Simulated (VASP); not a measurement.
Here is a VASP 6.6.1 calculation.

Contents of INCAR:

```
SYSTEM = TiC
PREC = Accurate
ENCUT = 520
EDIFF = 1E-6
ISMEAR = -1
SIGMA = 0.05
LREAL = .FALSE.
LASPH = .TRUE.
NELM = 100
ALGO = Normal
ISIF = 2
LWAVE = .FALSE.
LCHARG = .FALSE.
GGA = PE
NBANDS = 15
```

KPOINTS

```
Automatic mesh
0
G
  18 18 18
  0 0 0
```

The input POSCAR:

```
TiC
1.0
    0.0000000000      2.1640000000      2.2289200000
    2.1640000000      0.0000000000      2.2289200000
    2.1640000000      2.1640000000      0.0000000000
Ti C
1 1
Direct
    0.0000000000      0.0000000000      0.0000000000
    0.5000000000      0.5000000000      0.5000000000
```

Potentials or basis: VASP PAW PBE potentials, release 64 (Ti_sv, C).

The run is started by

```bash
$ cat potpaw_PBE.64/Ti_sv/POTCAR potpaw_PBE.64/C/POTCAR > POTCAR
$ mpirun -np 1 vasp_std > vasp.out
```

Task: Predict the band gap on the k mesh.

Result: Zero (band 8 reaches 9.85 eV, above the bottom of band 9 at 8.60 eV).

Task: Predict the pressure.

Result: -5.7 GPa.

Stress tensor (GPa, compression positive):
```
 -2.45   0.00   0.00
  0.00  -2.45   0.00
  0.00   0.00 -12.18
```

Caveat: the cell differs from its parent crystal (z stretched by +3 %, then relaxed in part).
